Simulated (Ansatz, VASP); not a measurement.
One calculation of Cu, two programs

The input INCAR:

```
ALGO     = Normal         # electronic algorithm
EDIFF    = 1E-7           # SCF threshold, eV
ENCUT    = 520            # plane-wave cutoff, eV
GGA      = PS             # functional
ISIF     = 2              # what is computed and relaxed
ISMEAR   = -1             # smearing method
LASPH    = T              # aspherical terms in the spheres
LCHARG   = F              # write CHGCAR
LREAL    = F              # projectors in reciprocal space
LWAVE    = F              # write WAVECAR
NBANDS   = 12             # bands
NELM     = 80             # most SCF steps
PREC     = Accurate       # precision mode
SIGMA    = 0.1            # smearing width, eV
```

File KPOINTS:

```
k-points
0
Gamma
  15 15 15
```

The input POSCAR:

```
Cu
1.0
    2.3596178847      0.0000000000      0.0000000000
    0.0000000000      2.3596178847      0.0000000000
    0.0000000000      0.0000000000      2.3596178847
Cu
1
Direct
    0.0000000000      0.0000000000      0.0000000000
```

Input for Ansatz:

```yaml
crystal:
  lattice:
    - [2.3596178847, 0.0, 0.0]
    - [0.0, 2.3596178847, 0.0]
    - [0.0, 0.0, 2.3596178847]
  atoms:
    - { symbol: Cu, position: [0.0, 0.0, 0.0] }
hamiltonian:
  xc: pbesol
  pseudopotentials:
    kind: paw
    azcp:
      Cu: "pseudopotentials/Cu.paw.azcp"
basis:
  ecutwfc: 420
  fft_grid_basis: typed
kpoints:
  mp_grid: { grid: [15, 15, 15], shift: [0, 0, 0] }
magnetization:
  spin_polarized: false
scf:
  occupations: { method: fermi_dirac, width: 0.1 }
  lower_state_search: "off"
output:
  stress: true
```

Alike in both runs: task single point; functional PBEsol; k mesh 15 × 15 × 15; occupations fermi-dirac, width 0.1 eV; no spin polarisation.

|  | VASP | Ansatz |
| --- | --- | --- |
| version | VASP 6.6.1 | Ansatz 0.2.0 |
| potentials or method | VASP PAW PBE potentials, release 64 (Cu), cutoff 520 eV | plane waves (420 eV) with PAW, scalar-relativistic |
| valence electrons in the cell | 11 | 19 |

Ansatz gave:

```
pressure (GPa) : -0.1
```

Q: Which values does VASP return?

A: Pressure (GPa): 0.5.

VASP's potentials were made for PBE, not for PBEsol, and Ansatz warns of the same on its side. VASP's potentials hold 11 valence electrons a cell and Ansatz's 19, so a difference there can come from the potentials and not from the codes.
